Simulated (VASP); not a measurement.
CoOs, 2 atoms in the cell. The structure is hexagonal, space group P-6m2 (No. 187). The conventional cell has a = 2.706 Å, b = 2.706 Å, c = 4.171 Å, α = 90.00°, β = 90.00°, γ = 120.00°. Co (site symmetry -6m2) has 6 Os at 2.61 Å and 6 Co at 2.71 Å within 3.4 Å. Os (site symmetry -6m2) has 6 Co at 2.61 Å and 6 Os at 2.71 Å within 3.4 Å. 

```yaml
Program: VASP 6.6.1
Task: single point
Functional: PBEsol
Potentials_or_basis: VASP PAW PBE potentials, release 64 (Co, Os)
Cutoff: 520 eV
k_mesh: 14 × 14 × 8
Occupations: fermi-dirac, width 0.1 eV
Spin: collinear spin, ferromagnetic start
Starting_moments: "[2.0, 0.0] μB"
Dipole_correction: no
Further_INCAR_settings: ALGO = Normal; EDIFF = 1e-07; NBANDS = 20
```

Potentials or basis: VASP PAW PBE potentials, release 64 (Co, Os).

The run is started by

```sh
$ cat potpaw_PBE.64/Co/POTCAR potpaw_PBE.64/Os/POTCAR > POTCAR
$ mpirun -np 1 vasp_std > vasp.out
```

Hardware: 1 thread of Oxide Virtual Turin-like Processor, on a shared host.

Q: How long does it take, and how much memory?

A: Run time: 120 s on 1 thread of Oxide Virtual Turin-like Processor, on a shared host, peak memory 0.19 GiB. Counts: scf iterations 17, k points 120.
